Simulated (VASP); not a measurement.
Write the native input for VASP 6.6.1 that does the following.

- Task: electric field gradients
- Functional: LDA
- Potentials or basis: VASP PAW LDA potentials, release 64 (Bi_d, Te)
- Cutoff: 520 eV
- k mesh: 8 × 8 × 8
- Occupations: fermi-dirac, width 0.08 eV
- Spin: no spin polarisation
- Dipole correction: no
- Further INCAR settings: ALGO = Normal; EDIFF = 1e-08; NBANDS = 32

The structure of Bi2Te3 lies in POSCAR:

```
Bi2Te3
1.0
    2.2518161968      1.3000866874     10.1417522724
   -2.2518161968      1.3000866874     10.1417522724
    0.0000000000     -2.6001733748     10.1417522724
Bi Te
2 3
Direct
    0.8120000000      0.8120000000      0.8120000000
    0.4020000000      0.4020000000      0.4020000000
    0.6110000000      0.6110000000      0.6110000000
    0.2000000000      0.2000000000      0.2000000000
    0.0000000000      0.0000000000      0.0000000000
```

This cell differs from its parent crystal: volume scaled by 1.06.

The input as run:

INCAR

```
SYSTEM = Bi2Te3
PREC = Accurate ; ENCUT = 520
EDIFF = 1E-8 ; ISMEAR = -1
SIGMA = 0.08 ; LREAL = .False.
LASPH = .True. ; NELM = 80
ALGO = Normal ; ISIF = 2
LWAVE = .False. ; LCHARG = .False.
GGA = CA ; LEFG = .True.
NBANDS = 32
```

KPOINTS

```
regular mesh
0
Gamma
  8 8 8
  0 0 0
```

Potentials or basis: VASP PAW LDA potentials, release 64 (Bi_d, Te).

The run is started by

```bash
$ cat potpaw_LDA.64/Bi_d/POTCAR potpaw_LDA.64/Te/POTCAR > POTCAR
$ mpirun -np 1 vasp_std > vasp.out
```

It gave:

* Pressure: -4.2 GPa
* Largest force: 0.984 eV/Å
* Band gap on the k mesh: zero (band 24 reaches 5.58 eV, above the bottom of band 25 at 5.40 eV)

Caveat: without QUAD_EFG the Cq values of the log hold for a quadrupole moment of 1 mb, not for the nuclei; spin-orbit coupling is left out, which moves the levels of the heavy elements.

Run time: 17 min on 1 thread of Intel(R) Xeon(R) 6975P-C (Granite Rapids), on a shared host, peak memory 0.78 GiB.
